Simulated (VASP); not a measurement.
Here is a VASP 6.6.1 calculation.

The input INCAR:

```
SYSTEM = TaN
PREC = Accurate
ENCUT = 600
EDIFF = 1E-6
ISMEAR = -1
SIGMA = 0.05
LREAL = .False.
LASPH = .True.
NELM = 60
ALGO = Normal
ISIF = 3
LWAVE = .False.
LCHARG = .False.
GGA = PE
IBRION = 2
NSW = 60
EDIFFG = -0.005
```

The input KPOINTS:

```
Automatic mesh
0
Gamma
  15 15 13
  0 0 0
```

The input POSCAR:

```
TaN
1.0
    2.8669784559      0.0000000000      0.0000000000
   -1.4334892280      2.4828761749      0.0000000000
    0.0000000000      0.0000000000      2.8096388868
Ta N
1 1
Direct
    0.0000000000      0.0000000000      0.0000000000
    0.3333333333      0.6666666667      0.5000000000
```

Potentials or basis: VASP PAW PBE potentials, release 64 (Ta_pv, N).

Command:

```console
$ cat potpaw_PBE.64/Ta_pv/POTCAR potpaw_PBE.64/N/POTCAR > POTCAR
$ mpirun -np 1 vasp_std > vasp.out
```

(1) What does it give for the band gap on the k mesh?

(2) Predict the relaxed cell.

## Answers

(1) zero (bands 8 and 9 overlap by 0.44 eV).

(2) a = 2.952 Å, b = 2.952 Å, c = 2.900 Å, α = 90.00°, β = 90.00°, γ = 120.00°.

Caveat: spin-orbit coupling is left out, which moves the levels of the heavy elements.
